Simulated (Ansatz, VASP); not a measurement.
## Two plane-wave programs on NbIn2S3

```xyz
6
Lattice="3.3706 0.0000 0.0000 0.0000 3.3706 0.0000 0.0000 0.0000 10.9341" Properties=species:S:1:pos:R:3 pbc="T T T"
Nb    0.0000    0.0000    6.1718
In    1.6853    1.6853    8.1710
In    0.0000    0.0000    2.6787
S     1.6853    0.0000   10.8038
S     0.0000    1.6853   10.8038
S     1.6853    1.6853    5.1074
```

Change from the starting cell: species swapped into the Zr2As3S type (P4mm, No. 99).

Alike in both runs: functional PBE; k mesh 12 × 12 × 4; occupations gaussian, width 0.1 eV; no spin polarisation.

Ansatz relaxed the structure, and its values are those at the end. VASP's run is a single point on that final structure, the one shown.

|  | VASP | Ansatz |
| --- | --- | --- |
| version | VASP 6.6.1 | Ansatz 0.2.0 |
| potentials or method | VASP PAW PBE potentials, release 64 (Nb_sv, In_d, S), cutoff 520 eV | scalar-relativistic, plane waves, PAW |
| valence electrons in the cell | 57 | 57 |

Ansatz gave:

* gap on the k mesh at the Fermi level (eV): none
* pressure (GPa): 0.0
* rms of the force components (eV/Å): 0.001

Estimate VASP's values.

gap on the k mesh at the Fermi level (eV): none; pressure (GPa): -0.2; rms of the force components (eV/Å): 0.005.

A gap of «none» marks a metal or a gap that the smearing closes.
